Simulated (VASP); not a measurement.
Wanted: the native input for a VASP 6.6.1 run.

- Task: single point
- Functional: PBEsol
- Potentials or basis: VASP PAW PBE potentials, release 64 (Sr_sv, O)
- Cutoff: 520 eV
- k mesh: 10 × 10 × 10
- Occupations: fermi-dirac, width 0.02 eV
- Spin: no spin polarisation
- Dipole correction: no
- Further INCAR settings: ALGO = Normal; EDIFF = 1e-07; NBANDS = 15

The structure of SrO lies in POSCAR:

```
SrO
1.0
    0.0000000000      2.5615055282      2.5615055282
    2.5615055282      0.0000000000      2.5615055282
    2.5615055282      2.5615055282      0.0000000000
Sr O
1 1
Direct
    0.5000000000      0.5000000000      0.5000000000
    0.0000000000      0.0000000000      0.0000000000
```

The input as run:

INCAR

```
  PREC = Accurate
  ENCUT = 520
  EDIFF = 1E-7
  ISMEAR = -1
  SIGMA = 0.02
  LREAL = F
  LASPH = T
  NELM = 80
  ALGO = Normal
  ISIF = 2
  LWAVE = F
  LCHARG = F
  GGA = PS
  NBANDS = 15
```

KPOINTS

```
Automatic mesh
0
Gamma
  10 10 10
```

Potentials or basis: VASP PAW PBE potentials, release 64 (Sr_sv, O).

The run is started by

```bash
$ cat potpaw_PBE.64/Sr_sv/POTCAR potpaw_PBE.64/O/POTCAR > POTCAR
$ mpirun -np 1 vasp_std > vasp.out
```

It gave:

```json
{"Pressure": "0.6 GPa", "Band gap on the k mesh": "3.15 eV (least direct gap 3.23 eV)"}
```

Caveat: the PAW data sets were made with another functional, which shifts forces and pressure a little.

Wall time 35 s on 1 thread of AMD EPYC 7R13, with other jobs on the host, peak memory 0.14 GiB.
